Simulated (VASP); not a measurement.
# Rh (Fm-3m) in VASP: notebook

Rh is run at these levels: PBEsol; tasks: single point, relaxation of cell and atoms.

All numbers are computed with VASP 6.6.1; they aren't measurements. Logs are shortened: lines on timing, memory, paths and dates and some standing lists are left out, and cuts for length are marked.

## (1) The cell of the first run

Symmetry: Fm-3m, No. 225, cubic system. Conventional cell: a = 3.781 Å, b = 3.781 Å, c = 3.781 Å, α = 90.00°, β = 90.00°, γ = 90.00°. Within 3.5 Å of Rh (site symmetry m-3m) lie 12 Rh at 2.67 Å.

## (2) Single point, PBEsol

Input file INCAR:

```
SYSTEM = Rh
ALGO     = Normal         ! electronic algorithm
EDIFF    = 1E-7           ! SCF threshold, eV
ENCUT    = 520            ! plane-wave cutoff, eV
GGA      = PS             ! functional
ISIF     = 2              ! what is computed and relaxed
ISMEAR   = 0              ! smearing method
LASPH    = .True.         ! aspherical terms in the spheres
LCHARG   = .False.        ! write CHGCAR
LREAL    = .False.        ! projectors in reciprocal space
LWAVE    = .False.        ! write WAVECAR
NBANDS   = 14             ! bands
NELM     = 80             ! most SCF steps
PREC     = Accurate       ! precision mode
SIGMA    = 0.05           ! smearing width, eV
```

Input file KPOINTS:

```
k-points
0
Gamma
  12 12 12
  0 0 0
```

Input file POSCAR:

```
Rh
1.0
    0.0000000000      1.8906518450      1.8906518450
    1.8906518450      0.0000000000      1.8906518450
    1.8906518450      1.8906518450      0.0000000000
Rh
1
Direct
    0.0000000000      0.0000000000      0.0000000000
```

Potentials or basis: VASP PAW PBE potentials, release 64 (Rh_pv).

Command:

```
$ cat potpaw_PBE.64/Rh_pv/POTCAR > POTCAR
$ mpirun -np 1 vasp_std > vasp.out
```

OUTCAR:

```text
SYSTEM = Rh
   EDIFF = 1E-7
   ENCUT = 520
   GGA = PS
   ISIF = 2
   ISMEAR = 0
   LASPH = .True.
   LREAL = .False.
   NELM = 80
   PREC = Accurate

 ion  position               nearest neighbor table
   1  0.000  0.000  0.000-

  LATTYP: Found a face centered cubic cell.
 ALAT       =     3.7813036900

  Lattice vectors:

 A1 = (   0.0000000000,   1.8906518450,   1.8906518450)
 A2 = (   1.8906518450,   0.0000000000,   1.8906518450)
 A3 = (   1.8906518450,   1.8906518450,   0.0000000000)

Analysis of symmetry for initial positions (statically):
=====================================================================
 Subroutine PRICEL returns:
 Original cell was already a primitive cell.

 Routine SETGRP: Setting up the symmetry group for a
 face centered cubic supercell.

 Subroutine GETGRP returns: Found 48 space group operations
 (whereof 48 operations were pure point group operations)
 out of a pool of 48 trial point group operations.

The static configuration has the point symmetry O_h .

Analysis of symmetry for dynamics (positions and initial velocities):
=====================================================================
 Subroutine PRICEL returns:
 Original cell was already a primitive cell.

 Routine SETGRP: Setting up the symmetry group for a
 face centered cubic supercell.

 Subroutine GETGRP returns: Found 48 space group operations
 (whereof 48 operations were pure point group operations)
 out of a pool of 48 trial point group operations.

The dynamic configuration has the point symmetry O_h .

 Subroutine INISYM returns: Found 48 space group operations
 (whereof 48 operations are pure point group operations),
 and found     1 'primitive' translations

----------------------------------------------------------------------------------------

                                     Primitive cell

  volume of cell :      13.5165

  direct lattice vectors                    reciprocal lattice vectors
     0.000000000  1.890651845  1.890651845    -0.264459055  0.264459055  0.264459055
     1.890651845  0.000000000  1.890651845     0.264459055 -0.264459055  0.264459055
     1.890651845  1.890651845  0.000000000     0.264459055  0.264459055 -0.264459055

  length of vectors
     2.673785481  2.673785481  2.673785481     0.458056520  0.458056520  0.458056520

  position of ions in fractional coordinates (direct lattice)
     0.000000000  0.000000000  0.000000000

  ion indices of the primitive-cell ions
   primitive index   ion index
                 1           1

----------------------------------------------------------------------------------------

 KPOINTS: k-points

Automatic generation of k-mesh.
 Grid dimensions read from file:
 generate k-points for:   12   12   12

 Generating k-lattice:

  Cartesian coordinates                     Fractional coordinates (reciprocal lattice)
    -0.022038255  0.022038255  0.022038255     0.083333333  0.000000000  0.000000000
     0.022038255 -0.022038255  0.022038255     0.000000000  0.083333333  0.000000000
     0.022038255  0.022038255 -0.022038255     0.000000000  0.000000000  0.083333333

  Length of vectors
     0.038171377  0.038171377  0.038171377

  Shift w.r.t. Gamma in fractional coordinates (k-lattice)
     0.000000000  0.000000000  0.000000000

 Subroutine IBZKPT returns following result:
 ===========================================

 Found     72 irreducible k-points:

 Following reciprocal coordinates:
            Coordinates               Weight
  0.000000  0.000000  0.000000      1.000000
  0.083333  0.000000  0.000000      8.000000
  0.166667  0.000000  0.000000      8.000000
  0.250000  0.000000  0.000000      8.000000
  0.333333  0.000000  0.000000      8.000000
  0.416667  0.000000  0.000000      8.000000
[... 16 lines left out ...]
  0.500000  0.166667  0.000000     24.000000
 -0.416667  0.166667  0.000000     24.000000
 [... further k-points ...]
   k-points           NKPTS =     72   k-points in BZ     NKDIM =     72   number of bands    NBANDS=     14
   number of dos      NEDOS =    301   number of ions     NIONS =      1
   total plane-waves  NPLWV =   8000
   dimension x,y,z NGX =    20 NGY =   20 NGZ =   20
   dimension x,y,z NGXF=    40 NGYF=   40 NGZF=   40
   ions per type =               1
   NGX,Y,Z   is equivalent  to a cutoff of  12.44, 12.44, 12.44 a.u.
   NGXF,Y,Z  is equivalent  to a cutoff of  24.87, 24.87, 24.87 a.u.
 SYSTEM =  Rh
   PREC   = accura    normal or accurate (medium, high low for compatibility)
   ISTART =      0    job   : 0-new  1-cont  2-samecut
   ICHARG =      2    charge: 1-file 2-atom 10-const
   ISPIN  =      1    spin polarized calculation?
   LNONCOLLINEAR =      F non collinear calculations
   LSORBIT =      F    spin-orbit coupling
   LASPH  =      T    aspherical Exc in radial PAW
   ENCUT  =  520.0 eV  38.22 Ry    6.18 a.u.   4.97  4.97  4.97*2*pi/ulx,y,z
   NELM   =     80;   NELMIN=  2; NELMDL= -5     # of ELM steps
   EDIFF  = 0.1E-06   stopping-criterion for ELM
   LREAL  =      F    real-space projection
   EDIFFG = 0.1E-05   stopping-criterion for IOM
   NSW    =      0    number of steps for IOM
   IBRION =     -1    ionic relax: 0-MD 1-quasi-New 2-CG
   NFREE  =      0    steps in history (QN), initial steepest desc. (CG)
   ISIF   =      2    stress and relaxation
   ISYM   =      2    0-nonsym 1-usesym 2-fastsym
   POTIM  = 0.5000    time-step for ionic-motion
   TEBEG  =    0.0;   TEEND  =   0.0 temperature during run
   PSTRESS=    0.0 pullay stress
   NELECT =      15.0000    total number of electrons
   NUPDOWN=      -1.0000    fix difference up-down
   EMIN   =  10.00;   EMAX   =-10.00  energy-range for DOS
   EFERMI =   0.00;   METHOD = LEGACY
   ISMEAR =     0;   SIGMA  =   0.05  broadening in eV -4-tet -1-fermi 0-gaus
   EFERMI_NEDOS =   21; number of points for ismear=-14 and -15
   IALGO  =     38    algorithm
   IMIX   =      4    mixing-type and parameters
     AMIX     =   0.40;   BMIX     =  1.00
     AMIX_MAG =   1.60;   BMIX_MAG =  1.00
  volume/ion in A,a.u.               =      13.52        91.21
  Fermi-wavevector in a.u.,A,eV,Ry     =   1.694924  3.202943 39.086396  2.872769
  Thomas-Fermi vector in A             =   2.776061
   LORBIT       =      0    0 simple, 1 ext, 2 COOP (PROOUT), +10 PAW based schemes
   GGA     = PS    functional components
   LHFCALC =     F    Hartree Fock is set to
   AEXX    =    0.0000 exact exchange contribution
   IVDW    =     0    specifies the selected vdW correction
   LEPSILON=     F    determine dielectric tensor
   LRPA    =     F    only Hartree local field effects (RPA)
 non-spin polarized calculation
 Gauss-broadening in eV      SIGMA  =   0.05
  energy-cutoff  :      520.00
  volume of cell :       13.52
 maximum number of plane-waves:       380
   NGX =  9   NGY =  9   NGZ =  9

 number of electron      15.0000007 magnetization

 Free energy of the ion-electron system (eV)
  ---------------------------------------------------
  ext. energy  EPLUGINS =         0.00000000
  ---------------------------------------------------
  free energy    TOTEN  =        -8.14280128 eV

  energy without entropy =       -8.14114692  energy(sigma->0) =       -8.14197410

 E-fermi :  12.1112     XC(G=0): -14.3310

 val. band max:       11.9921074105   @ k =  -0.3333   0.3333   0.0000
 cond. band min:      12.1189939300   @ k =   0.5000   0.4167   0.0000
 fundamental gap:      0.1268865196
 Fermi energy:        12.1111503533

 k-point     1 :       0.0000    0.0000    0.0000
  band No.  band energies     occupation
      1     -34.3148      2.00000
      2     -34.3148      2.00000
      3     -34.3148      2.00000
      4       3.8895      2.00000
      5       8.8800      2.00000
      6       8.8800      2.00000
      7       8.8800      2.00000
      8      11.0465      2.00000
      9      11.0465      2.00000
     10      27.9929      0.00000
     11      32.3454      0.00000
     12      33.5389      0.00000
     13      33.5389      0.00000
     14      33.5389      0.00000

 k-point     2 :       0.0833    0.0000    0.0000
  band No.  band energies     occupation
      1     -34.3690      2.00000
      2     -34.3221      2.00000
      3     -34.3221      2.00000
      4       4.1713      2.00000
      5       8.7569      2.00000
      6       8.9887      2.00000
      7       8.9887      2.00000
      8      10.9872      2.00000
      9      10.9872      2.00000
     10      28.4029      0.00000
     11      32.1356      0.00000
     12      32.3589      0.00000
     13      33.9579      0.00000
     14      33.9579      0.00000

 k-point     3 :       0.1667    0.0000    0.0000
  band No.  band energies     occupation
      1     -34.5154      2.00000
      2     -34.3419      2.00000
      3     -34.3419      2.00000
      4       4.9197      2.00000
      5       8.5376      2.00000
      6       9.2096      2.00000
      7       9.2096      2.00000
      8      10.9353      2.00000
      9      10.9353      2.00000
     10      29.2809      0.00000
     11      29.7831      0.00000
     12      32.3474      0.00000
     13      35.1216      0.00000
     14      35.1216      0.00000
[... 324 lines left out ...]
 k-point    23 :       0.5000    0.1667    0.0000
  band No.  band energies     occupation
      1     -35.0164      2.00000
      2     -34.5387      2.00000
      3     -34.4674      2.00000
      4       6.4360      2.00000
      5       8.1838      2.00000
      6       9.5901      2.00000
      7       9.6714      2.00000
      8      12.7112      0.00000
      9      15.6304      0.00000
     10      21.3143      0.00000
     11      28.4648      0.00000
     12      31.6185      0.00000
     13      31.9558      0.00000
     14      32.3679      0.00000

 k-point    24 :      -0.4167    0.1667    0.0000
  band No.  band energies     occupation
      1     -35.0232      2.00000
      2     -34.5645      2.00000
      3     -34.4513      2.00000
      4       6.5048      2.00000
      5       8.1981      2.00000
      6       9.4972      2.00000
      7       9.9184      2.00000
      8      12.3276      0.00000
      9      16.2111      0.00000
     10      20.9081      0.00000
     11      28.1472      0.00000
     12      31.0306      0.00000
     13      32.3531      0.00000
     14      32.7527      0.00000

 [... further k-points ...]

------------------------ aborting loop because EDIFF is reached ----------------------------------------

  FORCE on cell =-STRESS in cart. coord.  units (eV):
  Direction    XX          YY          ZZ          XY          YZ          ZX
  --------------------------------------------------------------------------------------
  -------------------------------------------------------------------------------------
  Total       -0.0512251     -0.0512251     -0.0512251     -0.0000000      0.0000000      0.0000000
  in kB       -6.0719599     -6.0719599     -6.0719599     -0.0000000      0.0000000      0.0000000
  external PRESSURE =      -6.0719599 kB  Pullay stress =       0.0000000 kB

 VOLUME and BASIS-vectors are now :
 -----------------------------------------------------------------------------
  energy-cutoff  :      520.00
  volume of cell :       13.52
      direct lattice vectors                 reciprocal lattice vectors
     0.000000000  1.890651845  1.890651845    -0.264459055  0.264459055  0.264459055
     1.890651845  0.000000000  1.890651845     0.264459055 -0.264459055  0.264459055
     1.890651845  1.890651845  0.000000000     0.264459055  0.264459055 -0.264459055

 POSITION                                       TOTAL-FORCE (eV/Angst)
 -----------------------------------------------------------------------------------
      0.00000      0.00000      0.00000         0.000000      0.000000      0.000000
 -----------------------------------------------------------------------------------
    total drift:                                0.000000     -0.000000     -0.000000

  FREE ENERGIE OF THE ION-ELECTRON SYSTEM (eV)
  ---------------------------------------------------
  free  energy   TOTEN  =        -8.1428012796 eV

  energy  without entropy=       -8.1411469171  energy(sigma->0) =       -8.14197410
```

Wall time 5 s (1 thread of Intel Xeon 6975P-C, shared host); peak memory 0.13 GiB.

What came out:

```yaml
Free_energy: -8.1428 eV
Pressure: -0.6 GPa
```

Levels at points of the mesh, in eV from the Fermi level:
```csv
k point,band 5,band 6,band 7,band 8,band 9,band 10
"(0.00, 0.00, 0.00)",-3.23,-3.23,-3.23,-1.06,-1.06,15.88
"(0.50, 0.00, 0.00)",-3.31,-3.31,0.54,0.54,0.59,8.72
"(0.50, 0.50, 0.00)",-6.18,0.52,0.97,0.97,3.16,12.40
```

Caveat: the PAW data sets were made with another functional, which shifts forces and pressure a little.

## (3) Relaxation of cell and atoms, PBEsol

This run uses another cell than the first one, of 13.67 Å³/atom, 1.011 times its volume.

Input file INCAR:

```
SYSTEM = Rh
  PREC = Accurate
  ENCUT = 600
  EDIFF = 1E-6
  ISMEAR = 0
  SIGMA = 0.05
  LREAL = .False.
  LASPH = .True.
  NELM = 100
  ALGO = Normal
  ISIF = 3
  LWAVE = .False.
  LCHARG = .False.
  GGA = PS
  IBRION = 2
  NSW = 80
  EDIFFG = -0.01
```

Input file KPOINTS:

```
Automatic mesh
0
Gamma
  12 12 12
  0 0 0
```

Input file POSCAR:

```
Rh
1.0
    0.0000000000      1.8978500000      1.8978500000
    1.8978500000      0.0000000000      1.8978500000
    1.8978500000      1.8978500000      0.0000000000
Rh
1
Direct
    0.0000000000      0.0000000000      0.0000000000
```

Potentials or basis: VASP PAW PBE potentials, release 64 (Rh_pv).

Command:

```
$ cat potpaw_PBE.64/Rh_pv/POTCAR > POTCAR
$ mpirun -np 1 vasp_std > vasp.out
```

It took 10 s on 1 thread of Intel Xeon 6975P-C, shared host; peak memory 0.15 GiB.

Results (log left out):

* Free energy: -8.1434 eV
* Relaxed volume: 13.49 Å³/atom
* Relaxed cell: a = 2.672 Å, b = 2.672 Å, c = 2.672 Å, α = 60.00°, β = 60.00°, γ = 60.00°
* Space group after relaxing (to 0.05 Å): Fm-3m (No. 225)
* Energy gained by relaxing: 2.4 meV/atom
* Ionic steps: 3
* Pressure after relaxing: -0.1 GPa

Step by step:
```tsv
step	energy change (eV)	largest force (eV/Å)	pressure (GPa)	volume (Å³)
1	0.0000	0.0000	-3.99	13.67
2	0.0144	0.0000	11.78	13.01
3	-0.0024	0.0000	-0.05	13.49
```

Final structure:
```yaml
crystal:
  lattice:
    - [0.00000, 1.88920, 1.88920]
    - [1.88920, 0.00000, 1.88920]
    - [1.88920, 1.88920, 0.00000]
  atoms:
    - { symbol: Rh, position: [0.00000, 0.00000, 0.00000] }
```

Levels at points of the mesh, in eV from the Fermi level:
```
           k point  band 4  band 5  band 6  band 7  band 8  band 9  band 10  band 11
(0.00, 0.00, 0.00)   -8.24   -3.24   -3.24   -3.24   -1.07   -1.07    15.88    20.23
(0.50, 0.00, 0.00)   -6.38   -3.32   -3.32    0.54    0.54    0.59     8.74    15.39
(0.50, 0.50, 0.00)   -6.58   -6.20    0.52    0.97    0.97    3.16    12.43    13.30
```

Caveat: the PAW data sets were made with another functional, which shifts forces and pressure a little.
